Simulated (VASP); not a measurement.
Runs of VASP 6.6.1 on Mo. The structure is that of space group Im-3m (No. 229), or close to it. The cells are those of the table. 

| cell | gap on the mesh (eV) | pressure (GPa) |
| --- | --- | --- |
| a = 2.796 Å, angles 109.5°, 1 atom | none | -16.0 |
| a = 2.749 Å, angles 109.5°, 1 atom | none | -4.7 |
| a = 2.676 Å, angles 109.5°, 1 atom | none | 18.9 |
| a = 2.773 Å, angles 109.5°, 1 atom | none | -10.7 |
| a = 2.651 Å, angles 109.5°, 1 atom | none | (b) |
| a = 2.725 Å, angles 109.5°, 1 atom | none | 2.0 |
| a = 2.701 Å, angles 109.5°, 1 atom | none | (a) |

Alike in all rows: task single point; level r2SCAN; potentials or basis VASP PAW PBE potentials, release 64 (Mo_sv); no spin polarisation; k mesh 13 × 13 × 13; cutoff (eV) 520; smearing fermi-dirac 0.05 eV.

Estimate the missing entries.

(a) 9.8; (b) 29.5.

Caveats: the PAW data sets were made with another functional, which shifts forces and pressure a little.

A k mesh can miss the band edges, and the runs leave out spin-orbit coupling on Mo.

A gap of «none» marks levels without a gap at the run's occupations.
